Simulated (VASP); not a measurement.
A run of VASP 6.6.1 is set up as follows.

File INCAR:

```
SYSTEM = AlO5
  ALGO = Normal
  EDIFF = 1E-6
  ENCUT = 520
  GGA = PE
  ISIF = 2
  ISMEAR = 0
  ISPIN = 2
  LASPH = .True.
  LCHARG = .False.
  LORBIT = 11
  LREAL = .False.
  LWAVE = .False.
  MAGMOM = 0 1 1 1 1 1
  NBANDS = 30
  NELM = 150
  PREC = Accurate
  SIGMA = 0.1
```

Contents of KPOINTS:

```
k-points
0
Gamma
  6 6 6
  0 0 0
```

Contents of POSCAR:

```
AlO5
1.0
    2.6290729437      1.5178959718      2.3795707355
   -2.6290729437      1.5178959718      2.3795707355
    0.0000000000     -3.0357919436      2.3795707355
Al O
1 5
Direct
    0.5000000000      0.5000000000      0.5000000000
    0.4999852445      0.5000147555      0.0000000000
    0.1945364248      0.1945364248      0.1945364248
    0.0000000000      0.4999852445      0.5000147555
    0.5000147555      0.0000000000      0.4999852445
    0.8054635752      0.8054635752      0.8054635752
```

Potentials or basis: VASP PAW PBE potentials, release 64 (Al, O).

Run with:

```sh
$ cat potpaw_PBE.64/Al/POTCAR potpaw_PBE.64/O/POTCAR > POTCAR
$ mpirun -np 1 vasp_std > vasp.out
```

Problem. What does it give for the net moment?

Solution. 1.00 μB per cell.

Problem. What does it give for the site moments?

Solution. Al +0.00; O +0.07, +0.33 (each value once) μB.

Problem. What does it give for the band gap on the k mesh?

Solution. Zero (filled and empty bands overlap).

Stress tensor (GPa, compression positive):
```
-0.09  0.00  0.00
 0.00 -0.09  0.00
 0.00  0.00 -0.01
```
